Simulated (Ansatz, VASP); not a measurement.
# ZnS: VASP beside Ansatz

Contents of INCAR:

```
SYSTEM = ZnS
ALGO = Normal
EDIFF = 1E-6
ENCUT = 520
GGA = PE
ISIF = 2
ISMEAR = 0
LASPH = .True.
LCHARG = .True.
LELF = .True.
LREAL = .False.
LVHAR = .True.
LWAVE = .False.
NBANDS = 46
NELM = 80
PREC = Accurate
SIGMA = 0.05
```

KPOINTS

```
k-points
0
Gamma
  12 12 2
  0 0 0
```

POSCAR

```
ZnS
1.0
    3.8467234448      0.0000000000      0.0000000000
   -1.9233617224      3.3313602246      0.0000000000
    0.0000000000      0.0000000000     12.5902250307
Zn S
4 4
Direct
    0.0000000000      0.0000000000      0.0000503469
    0.0000000000      0.0000000000      0.5000503469
    0.3333333333      0.6666666667      0.2500245139
    0.6666666667      0.3333333333      0.7500245139
   -0.0077691702      0.0212257677      0.1872896977
    0.0000000000      0.0000000000      0.6872896977
    0.3333333333      0.6666666667      0.4376354415
    0.6666666667      0.3333333333      0.9376354415
```

Input for Ansatz:

```yaml
crystal:
  lattice:
    - [3.8467234448, 0.0, 0.0]
    - [-1.9233617224, 3.3313602246, 0.0]
    - [0.0, 0.0, 12.5902250307]
  atoms:
    - { symbol: Zn, position: [0.0, 0.0, 5.03469e-05] }
    - { symbol: Zn, position: [0.0, 0.0, 0.5000503469] }
    - { symbol: Zn, position: [0.3333333333, 0.6666666667, 0.2500245139] }
    - { symbol: Zn, position: [0.6666666667, 0.3333333333, 0.7500245139] }
    - { symbol: S, position: [-0.0077691702, 0.0212257677, 0.1872896977] }
    - { symbol: S, position: [0.0, 0.0, 0.6872896977] }
    - { symbol: S, position: [0.3333333333, 0.6666666667, 0.4376354415] }
    - { symbol: S, position: [0.6666666667, 0.3333333333, 0.9376354415] }
basis:
  ecutwfc: 420
kpoints:
  mp_grid: { grid: [12, 12, 2] }
hamiltonian:
  xc: pbe
scf:
  occupations: { method: gaussian, width: 0.05 }
output:
  forces: true
  stress: true
  eigenvalues: true
```

Alike in both runs: task single point; functional PBE; k mesh 12 × 12 × 2; occupations gaussian, width 0.05 eV; no spin polarisation.

|  | VASP | Ansatz |
| --- | --- | --- |
| version | VASP 6.6.1 | Ansatz 0.2.0 |
| potentials or method | VASP PAW PBE potentials, release 64 (Zn, S), cutoff 520 eV | scalar-relativistic, plane waves, PAW |
| valence electrons in the cell | 72 | 72 |

|  | VASP | Ansatz | Ansatz less VASP |
| --- | --- | --- | --- |
| gap on the k mesh at the Fermi level (eV) | 2.03 | 2.03 | -0.004 |
| least direct gap on the mesh (eV) | 2.03 | 2.03 | -0.004 |
| pressure (GPa) | 0.2 | 0.1 | -0.15 |
| traceless stress, the component that is largest in VASP (GPa) | 0.33 | 0.33 | -0.002 |
| rms of the force components (eV/Å) | 0.151 | 0.150 | -0.0014 |

Atom by atom the forces differ by 0.001 eV/Å (rms over components).
